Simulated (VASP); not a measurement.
# Cu (P6_3/mmc) in VASP: further runs

The runs below take Cu through single point, with PBEsol.

All numbers are computed with VASP 6.6.1; they aren't measurements. Logs are shortened: lines on timing, memory, paths and dates and some standing lists are left out, and cuts for length are marked.

## 1. The cell of the first run

It takes space group P6_3/mmc (No. 194, hexagonal). Conventional cell: a = 2.520 Å, b = 2.520 Å, c = 8.235 Å, α = 90.00°, β = 90.00°, γ = 120.00°. Within 3.3 Å of Cu (site symmetry -3m) lie 12 Cu at 2.52 Å. Cu (site symmetry -6m2) has 12 Cu at 2.52 Å within 3.3 Å.

## 2. Single point, PBEsol

File INCAR:

```
SYSTEM = Cu
PREC     = Accurate       ! precision mode
ENCUT    = 520            ! plane-wave cutoff, eV
EDIFF    = 1E-6           ! SCF threshold, eV
ISMEAR   = 0              ! smearing method
SIGMA    = 0.1            ! smearing width, eV
LREAL    = .False.        ! projectors in reciprocal space
LASPH    = .True.         ! aspherical terms in the spheres
NELM     = 100            ! most SCF steps
ALGO     = Fast           ! electronic algorithm
ISIF     = 2              ! what is computed and relaxed
LWAVE    = .False.        ! write WAVECAR
LCHARG   = .False.        ! write CHGCAR
GGA      = PS             ! functional
NBANDS   = 30             ! bands
```

File KPOINTS:

```
regular mesh
0
Gamma
  24 24 6
  0 0 0
```

File POSCAR:

```
Cu
1.0
    2.5197984277      0.0000000000      0.0000000000
   -1.2598992139      2.1822094508      0.0000000000
    0.0000000000      0.0000000000      8.2352547835
Cu
4
Direct
    0.0000000000      0.0000000000      0.0000000000
    0.3333333333      0.6666666667      0.2500000000
    0.0000000000      0.0000000000      0.5000000000
    0.6666666667      0.3333333333      0.7500000000
```

Potentials or basis: VASP PAW PBE potentials, release 64 (Cu).

Started as:

```bash
$ cat potpaw_PBE.64/Cu/POTCAR > POTCAR
$ mpirun -np 1 vasp_std > vasp.out
```

OUTCAR:

```text
SYSTEM = Cu
   PREC = Accurate
   ENCUT = 520
   EDIFF = 1E-6
   ISMEAR = 0
   LREAL = .False.
   LASPH = .True.
   NELM = 100
   ISIF = 2
   GGA = PS

 ion  position               nearest neighbor table
   1  0.000  0.000  0.000-   2 2.52   4 2.52   4 2.52   2 2.52   4 2.52   2 2.52
   2  0.333  0.667  0.250-   1 2.52   3 2.52   1 2.52   3 2.52   1 2.52   3 2.52
   3  0.000  0.000  0.500-   2 2.52   4 2.52   4 2.52   2 2.52   4 2.52   2 2.52
   4  0.667  0.333  0.750-   1 2.52   3 2.52   1 2.52   3 2.52   1 2.52   3 2.52

  LATTYP: Found a hexagonal cell.
 ALAT       =     2.5197984277
 C/A-ratio  =     3.2682196691

  Lattice vectors:

 A1 = (   2.5197984277,   0.0000000000,   0.0000000000)
 A2 = (  -1.2598992139,   2.1822094508,   0.0000000000)
 A3 = (   0.0000000000,   0.0000000000,   8.2352547835)

Analysis of symmetry for initial positions (statically):
=====================================================================
 Subroutine PRICEL returns:
 Original cell was already a primitive cell.

 Routine SETGRP: Setting up the symmetry group for a
 hexagonal supercell.

 Subroutine GETGRP returns: Found 24 space group operations
 (whereof 12 operations were pure point group operations)
 out of a pool of 24 trial point group operations.

The static configuration has the point symmetry D_3d.
 The point group associated with its full space group is D_6h.

Analysis of symmetry for dynamics (positions and initial velocities):
=====================================================================
 Subroutine PRICEL returns:
 Original cell was already a primitive cell.

 Routine SETGRP: Setting up the symmetry group for a
 hexagonal supercell.

 Subroutine GETGRP returns: Found 24 space group operations
 (whereof 12 operations were pure point group operations)
 out of a pool of 24 trial point group operations.

The dynamic configuration has the point symmetry D_3d.
 The point group associated with its full space group is D_6h.

 Subroutine INISYM returns: Found 24 space group operations
 (whereof 12 operations are pure point group operations),
 and found     1 'primitive' translations

----------------------------------------------------------------------------------------

                                     Primitive cell

  volume of cell :      45.2834

  direct lattice vectors                    reciprocal lattice vectors
     2.519798428  0.000000000  0.000000000     0.396857141  0.229125577  0.000000000
    -1.259899214  2.182209451  0.000000000     0.000000000  0.458251154  0.000000000
     0.000000000  0.000000000  8.235254784     0.000000000  0.000000000  0.121429151

  length of vectors
     2.519798428  2.519798428  8.235254784     0.458251154  0.458251154  0.121429151

  position of ions in fractional coordinates (direct lattice)
     0.000000000  0.000000000  0.000000000
     0.333333333  0.666666667  0.250000000
     0.000000000  0.000000000  0.500000000
     0.666666667  0.333333333  0.750000000

  ion indices of the primitive-cell ions
   primitive index   ion index
                 1           1
                 2           2
                 3           3
                 4           4

----------------------------------------------------------------------------------------

 KPOINTS: regular mesh

Automatic generation of k-mesh.
 Grid dimensions read from file:
 generate k-points for:   24   24    6

 Generating k-lattice:

  Cartesian coordinates                     Fractional coordinates (reciprocal lattice)
     0.016535714  0.009546899  0.000000000     0.041666667  0.000000000  0.000000000
     0.000000000  0.019093798  0.000000000     0.000000000  0.041666667  0.000000000
     0.000000000  0.000000000  0.020238192     0.000000000  0.000000000  0.166666667

  Length of vectors
     0.019093798  0.019093798  0.020238192

  Shift w.r.t. Gamma in fractional coordinates (k-lattice)
     0.000000000  0.000000000  0.000000000

 Subroutine IBZKPT returns following result:
 ===========================================

 Found    244 irreducible k-points:

 Following reciprocal coordinates:
            Coordinates               Weight
  0.000000  0.000000  0.000000      1.000000
  0.041667  0.000000  0.000000      6.000000
  0.083333 -0.000000  0.000000      6.000000
  0.125000  0.000000  0.000000      6.000000
  0.166667  0.000000  0.000000      6.000000
  0.208333  0.000000  0.000000      6.000000
[... 16 lines left out ...]
  0.416667  0.041667  0.000000     12.000000
  0.458333  0.041667  0.000000     12.000000
 [... further k-points ...]
   k-points           NKPTS =    244   k-points in BZ     NKDIM =    244   number of bands    NBANDS=     30
   number of dos      NEDOS =    301   number of ions     NIONS =      4
   total plane-waves  NPLWV =  25600
   dimension x,y,z NGX =    20 NGY =   20 NGZ =   64
   dimension x,y,z NGXF=    40 NGYF=   40 NGZF=  128
   ions per type =               4
   NGX,Y,Z   is equivalent  to a cutoff of  13.20, 13.20, 12.92 a.u.
   NGXF,Y,Z  is equivalent  to a cutoff of  26.39, 26.39, 25.84 a.u.
 SYSTEM =  Cu
   PREC   = accura    normal or accurate (medium, high low for compatibility)
   ISTART =      0    job   : 0-new  1-cont  2-samecut
   ICHARG =      2    charge: 1-file 2-atom 10-const
   ISPIN  =      1    spin polarized calculation?
   LNONCOLLINEAR =      F non collinear calculations
   LSORBIT =      F    spin-orbit coupling
   LASPH  =      T    aspherical Exc in radial PAW
   ENCUT  =  520.0 eV  38.22 Ry    6.18 a.u.   4.69  4.69 15.31*2*pi/ulx,y,z
   NELM   =    100;   NELMIN=  2; NELMDL= -5     # of ELM steps
   EDIFF  = 0.1E-05   stopping-criterion for ELM
   LREAL  =      F    real-space projection
   EDIFFG = 0.1E-04   stopping-criterion for IOM
   NSW    =      0    number of steps for IOM
   IBRION =     -1    ionic relax: 0-MD 1-quasi-New 2-CG
   NFREE  =      0    steps in history (QN), initial steepest desc. (CG)
   ISIF   =      2    stress and relaxation
   ISYM   =      2    0-nonsym 1-usesym 2-fastsym
   POTIM  = 0.5000    time-step for ionic-motion
   TEBEG  =    0.0;   TEEND  =   0.0 temperature during run
   PSTRESS=    0.0 pullay stress
   NELECT =      44.0000    total number of electrons
   NUPDOWN=      -1.0000    fix difference up-down
   EMIN   =  10.00;   EMAX   =-10.00  energy-range for DOS
   EFERMI =   0.00;   METHOD = LEGACY
   ISMEAR =     0;   SIGMA  =   0.10  broadening in eV -4-tet -1-fermi 0-gaus
   EFERMI_NEDOS =   21; number of points for ismear=-14 and -15
   IALGO  =     68    algorithm
   IMIX   =      4    mixing-type and parameters
     AMIX     =   0.40;   BMIX     =  1.00
     AMIX_MAG =   1.60;   BMIX_MAG =  1.00
  volume/ion in A,a.u.               =      11.32        76.40
  Fermi-wavevector in a.u.,A,eV,Ry     =   1.621484  3.064160 35.772573  2.629210
  Thomas-Fermi vector in A             =   2.715252
   LORBIT       =      0    0 simple, 1 ext, 2 COOP (PROOUT), +10 PAW based schemes
   GGA     = PS    functional components
   LHFCALC =     F    Hartree Fock is set to
   AEXX    =    0.0000 exact exchange contribution
   IVDW    =     0    specifies the selected vdW correction
   LEPSILON=     F    determine dielectric tensor
   LRPA    =     F    only Hartree local field effects (RPA)
 non-spin polarized calculation
 RMM-DIIS sequential band-by-band and
 Gauss-broadening in eV      SIGMA  =   0.10
  energy-cutoff  :      520.00
  volume of cell :       45.28
 maximum number of plane-waves:      1242
 NGX is ok and might be reduce to    20
   NGX =  9   NGY =  9   NGZ = 31

 number of electron      43.9999982 magnetization

 Free energy of the ion-electron system (eV)
  ---------------------------------------------------
  ext. energy  EPLUGINS =         0.00000000
  ---------------------------------------------------
  free energy    TOTEN  =       -17.22146329 eV

  energy without entropy =      -17.21653156  energy(sigma->0) =      -17.21899743

 E-fermi :   7.9347     XC(G=0): -13.1565

 val. band max:        7.9305335086   @ k =   0.2083   0.0417   0.5000
 cond. band min:       7.9432426113   @ k =   0.5000   0.0000   0.5000
 fundamental gap:      0.0127091027
 Fermi energy:         7.9346510387

 k-point     1 :       0.0000    0.0000    0.0000
  band No.  band energies     occupation
      1      -1.7823      2.00000
      2       0.3956      2.00000
      3       0.4002      2.00000
      4       2.5959      2.00000
      5       4.5004      2.00000
      6       4.5080      2.00000
[... 22 lines left out ...]
     29      30.1646      0.00000
     30      30.4183      0.00000

 k-point     2 :       0.0417    0.0000    0.0000
  band No.  band energies     occupation
      1      -1.7242      2.00000
      2       0.4476      2.00000
      3       0.4522      2.00000
      4       2.6312      2.00000
      5       4.4695      2.00000
      6       4.4934      2.00000
[... 22 lines left out ...]
     29      29.4529      0.00000
     30      29.5798      0.00000

 k-point     3 :       0.0833   -0.0000    0.0000
  band No.  band energies     occupation
      1      -1.5508      2.00000
      2       0.6016      2.00000
      3       0.6061      2.00000
      4       2.7337      2.00000
      5       4.3924      2.00000
      6       4.4533      2.00000
[... 22 lines left out ...]
     29      28.2944      0.00000
     30      28.3334      0.00000

 k-point     4 :       0.1250    0.0000    0.0000
  band No.  band energies     occupation
      1      -1.2651      2.00000
      2       0.8505      2.00000
      3       0.8548      2.00000
      4       2.8926      2.00000
      5       4.2948      2.00000
      6       4.3956      2.00000
[... 616 lines left out ...]
     29      20.8249      0.00000
     30      21.0758      0.00000

 k-point    23 :       0.4167    0.0417    0.0000
  band No.  band energies     occupation
      1       2.5717      2.00000
      2       2.7748      2.00000
      3       3.0010      2.00000
      4       3.3149      2.00000
      5       3.6667      2.00000
      6       3.7535      2.00000
[... 22 lines left out ...]
     29      19.5317      0.00000
     30      19.8554      0.00000

 k-point    24 :       0.4583    0.0417    0.0000
  band No.  band energies     occupation
      1       2.6550      2.00000
      2       2.7795      2.00000
      3       3.1092      2.00000
      4       3.3040      2.00000
      5       3.6464      2.00000
      6       3.7252      2.00000
[... 22 lines left out ...]
     29      18.4707      0.00000
     30      18.8162      0.00000

 [... further k-points ...]
[... 5 lines left out ...]
  --------------------------------------------------------------------------------------
  -------------------------------------------------------------------------------------
  Total        0.1747727      0.1747727      0.2614285     -0.0000000      0.0000000      0.0000000
  in kB        6.1836502      6.1836502      9.2496284     -0.0000000      0.0000000      0.0000000
  external PRESSURE =       7.2056429 kB  Pullay stress =       0.0000000 kB

 VOLUME and BASIS-vectors are now :
 -----------------------------------------------------------------------------
  energy-cutoff  :      520.00
  volume of cell :       45.28
      direct lattice vectors                 reciprocal lattice vectors
     2.519798428  0.000000000  0.000000000     0.396857141  0.229125577  0.000000000
    -1.259899214  2.182209451  0.000000000     0.000000000  0.458251154  0.000000000
     0.000000000  0.000000000  8.235254784     0.000000000  0.000000000  0.121429151

 POSITION                                       TOTAL-FORCE (eV/Angst)
 -----------------------------------------------------------------------------------
      0.00000      0.00000      0.00000        -0.000000      0.000000     -0.000000
     -0.00000      1.45481      2.05881         0.000000     -0.000000      0.000000
      0.00000      0.00000      4.11763        -0.000000      0.000000     -0.000000
      1.25990      0.72740      6.17644         0.000000      0.000000     -0.000000
 -----------------------------------------------------------------------------------
    total drift:                                0.000000     -0.000000      0.000000

  FREE ENERGIE OF THE ION-ELECTRON SYSTEM (eV)
  ---------------------------------------------------
  free  energy   TOTEN  =       -17.2214632868 eV

  energy  without entropy=      -17.2165315648  energy(sigma->0) =      -17.21899743
```

It took 2.5 min on 1 thread of Intel Xeon 6975P-C (Granite Rapids), shared host; peak memory 0.34 GiB.

Results:

| Property | Result |
| --- | --- |
| Free energy | -17.2215 eV |
| Pressure | 0.7 GPa |
| Band gap on the k mesh | zero (band 22 reaches 11.36 eV, above the bottom of band 23 at 6.10 eV) |

Caveat: the PAW data sets were made with another functional, which shifts forces and pressure a little.

## 3. Single point, PBEsol (biaxial strain in the a-b plane: +1.5 %, then relaxed in part)

File INCAR:

```
ALGO = Fast ; EDIFF = 1E-6
ENCUT = 520 ; GGA = PS
ISIF = 2 ; ISMEAR = 0
LASPH = T ; LCHARG = T
LELF = T ; LREAL = F
LVHAR = T ; LWAVE = F
NBANDS = 30 ; NELM = 80
PREC = Accurate ; SIGMA = 0.1
```

File KPOINTS:

```
k-points
0
Gamma
  24 24 6
```

File POSCAR:

```
Cu
1.0
    2.5575954041      0.0000000000      0.0000000000
   -1.2787977021      2.2149425926      0.0000000000
    0.0000000000      0.0000000000      8.1556704903
Cu
4
Direct
    0.0000000000      0.0000000000      0.0000000000
    0.3333333333      0.6666666667      0.2500000000
    0.0000000000      0.0000000000      0.5000000000
    0.6666666667      0.3333333333      0.7500000000
```

Potentials or basis: VASP PAW PBE potentials, release 64 (Cu).

Started as:

```bash
$ cat potpaw_PBE.64/Cu/POTCAR > POTCAR
$ mpirun -np 1 vasp_std > vasp.out
```

It took 2.7 min on 1 thread of Intel Xeon 6975P-C (Granite Rapids), shared host; peak memory 0.35 GiB.

It converged, with:

| Item | Value |
| --- | --- |
| Free energy | -17.2045 eV |
| Pressure | -2.7 GPa |
| Band gap on the k mesh | zero (band 22 reaches 10.92 eV, above the bottom of band 23 at 5.88 eV) |

Stress tensor (GPa, compression positive):
```
-4.30  0.00  0.00
 0.00 -4.30  0.00
 0.00  0.00  0.39
```

Levels at points of the mesh, in eV from the Fermi level:
| k point | band 18 | band 19 | band 20 | band 21 | band 22 | band 23 | band 24 | band 25 | band 26 | band 27 |
| --- | --- | --- | --- | --- | --- | --- | --- | --- | --- | --- |
| (0.00, 0.00, 0.00) | -2.19 | -2.19 | -1.98 | -1.98 | -1.68 | -1.68 | -0.89 | 4.18 | 13.22 | 13.22 |
| (0.50, 0.00, 0.00) | -1.58 | -1.55 | -1.54 | -0.74 | 0.32 | 0.89 | 1.46 | 4.59 | 4.62 | 8.69 |
| (0.00, 0.00, 0.50) | -2.30 | -2.30 | -2.30 | -1.81 | -1.81 | -1.81 | -1.81 | 7.44 | 7.44 | 19.80 |
| (0.50, 0.00, 0.50) | -1.68 | -1.59 | -1.59 | -0.03 | -0.03 | 1.27 | 1.27 | 5.16 | 5.16 | 7.06 |

Caveat: the cell differs from its parent crystal (biaxial strain in the a-b plane: +1.5 %, then relaxed in part); the PAW data sets were made with another functional, which shifts forces and pressure a little.

## 4. Single point, PBEsol (biaxial strain in the a-b plane: +1.5 %)

File INCAR:

```
PREC = Accurate
ENCUT = 520
EDIFF = 1E-7
ISMEAR = 0
SIGMA = 0.1
LREAL = False
LASPH = True
NELM = 80
ALGO = Fast
ISIF = 2
LWAVE = False
LCHARG = False
GGA = PS
NBANDS = 30
```

File KPOINTS:

```
regular mesh
0
Gamma
  24 24 6
```

POSCAR: that of step 3 with these lines changed.

```diff
@@ -4,3 +4,3 @@
    -1.2787977021      2.2149425926      0.0000000000
-    0.0000000000      0.0000000000      8.1556704903
+    0.0000000000      0.0000000000      8.1611374904
 Cu
```

Potentials or basis: VASP PAW PBE potentials, release 64 (Cu).

Started as:

```bash
$ cat potpaw_PBE.64/Cu/POTCAR > POTCAR
$ mpirun -np 1 vasp_std > vasp.out
```

OUTCAR:

```text
PREC = Accurate
   ENCUT = 520
   EDIFF = 1E-7
   ISMEAR = 0
   LREAL = False
   LASPH = True
   NELM = 80
   ISIF = 2
   GGA = PS

 ion  position               nearest neighbor table
   1  0.000  0.000  0.000-   2 2.52   4 2.52   4 2.52   2 2.52   4 2.52   2 2.52
   2  0.333  0.667  0.250-   1 2.52   3 2.52   1 2.52   3 2.52   1 2.52   3 2.52
   3  0.000  0.000  0.500-   2 2.52   4 2.52   4 2.52   2 2.52   4 2.52   2 2.52
   4  0.667  0.333  0.750-   1 2.52   3 2.52   1 2.52   3 2.52   1 2.52   3 2.52

  LATTYP: Found a hexagonal cell.
 ALAT       =     2.5575954041
[... 988 lines left out ...]

 [... further k-points ...]
[... 5 lines left out ...]
  --------------------------------------------------------------------------------------
  -------------------------------------------------------------------------------------
  Total       -1.1803207     -1.1803207      0.1391431      0.0000000      0.0000000      0.0000000
  in kB      -40.9039821    -40.9039821      4.8220005      0.0000000      0.0000000      0.0000000
  external PRESSURE =     -25.6619879 kB  Pullay stress =       0.0000000 kB

 VOLUME and BASIS-vectors are now :
 -----------------------------------------------------------------------------
  energy-cutoff  :      520.00
  volume of cell :       46.23
      direct lattice vectors                 reciprocal lattice vectors
     2.557595404  0.000000000  0.000000000     0.390992257  0.225739485  0.000000000
    -1.278797702  2.214942593  0.000000000     0.000000000  0.451478970  0.000000000
     0.000000000  0.000000000  8.161137490     0.000000000  0.000000000  0.122531939

 POSITION                                       TOTAL-FORCE (eV/Angst)
 -----------------------------------------------------------------------------------
      0.00000      0.00000      0.00000        -0.000000      0.000000      0.000000
     -0.00000      1.47663      2.04028         0.000000      0.000000     -0.000000
      0.00000      0.00000      4.08057        -0.000000      0.000000      0.000000
      1.27880      0.73831      6.12085        -0.000000      0.000000     -0.000000
 -----------------------------------------------------------------------------------
    total drift:                                0.000000     -0.000000      0.000000

  FREE ENERGIE OF THE ION-ELECTRON SYSTEM (eV)
  ---------------------------------------------------
  free  energy   TOTEN  =       -17.2046387435 eV

  energy  without entropy=      -17.1988441577  energy(sigma->0) =      -17.20174145
```

Run time: 2.9 min. Hardware: 1 thread of Intel Xeon 6975P-C (Granite Rapids), shared host; peak memory 0.34 GiB.

What came out:

```
Free energy            : -17.2046 eV
Pressure               : -2.6 GPa
Band gap on the k mesh : zero (band 22 reaches 10.91 eV, above the bottom of band 23 at 5.87 eV)
```

Caveat: the cell differs from its parent crystal (biaxial strain in the a-b plane: +1.5 %); the PAW data sets were made with another functional, which shifts forces and pressure a little.

(Continued in part 2 of 2.)
